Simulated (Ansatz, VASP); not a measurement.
# LaNiF6: VASP beside Ansatz

```
CELL_PARAMETERS angstrom
3.57324 2.06301 2.24140
-3.57324 2.06301 2.24140
0.00000 -4.12603 2.24140
ATOMIC_POSITIONS crystal
La 0.50000 0.50000 0.50000
Ni 0.00000 0.00000 0.00000
F 0.27600 0.91600 0.27600
F 0.27600 0.27600 0.91600
F 0.91600 0.27600 0.27600
F 0.72400 0.08400 0.72400
F 0.08400 0.72400 0.72400
F 0.72400 0.72400 0.08400
```

Alike in both runs: task single point; functional r2SCAN; k mesh 4 × 4 × 4; occupations tetrahedron; no spin polarisation.

|  | VASP | Ansatz |
| --- | --- | --- |
| version | VASP 6.6.1 | Ansatz 0.2.0 |
| potentials or method | VASP PAW PBE potentials, release 64 (La, Ni, F), cutoff 520 eV | PAW plane waves |
| valence electrons in the cell | 63 | 71 |

Ansatz gave:

```
gap on the k mesh at the Fermi level (eV)                     : none
pressure (GPa)                                                : -2.4
traceless stress, the component that is largest in VASP (GPa) : 2.34
rms of the force components (eV/Å)                            : 0.576
```

Problem. Which values does VASP return?

Solution. gap on the k mesh at the Fermi level (eV): none; pressure (GPa): -2.4; traceless stress, the component that is largest in VASP (GPa): 2.43; rms of the force components (eV/Å): 0.616.

VASP's potentials were made for PBE, not for r2SCAN. Atom by atom the forces differ by 0.048 eV/Å (rms over components). A gap of «none» marks a metal or a gap that the smearing closes. With one functional, cell and mesh, what is left measures potentials, basis and numerics. VASP's potentials hold 63 valence electrons a cell and Ansatz's 71, so a difference there can come from the potentials and not from the codes. Ansatz's warnings: band table not solved further, structure snapped to symmetry, tetrahedron derivatives may miss energy slope.

Neither program's run includes spin-orbit coupling.
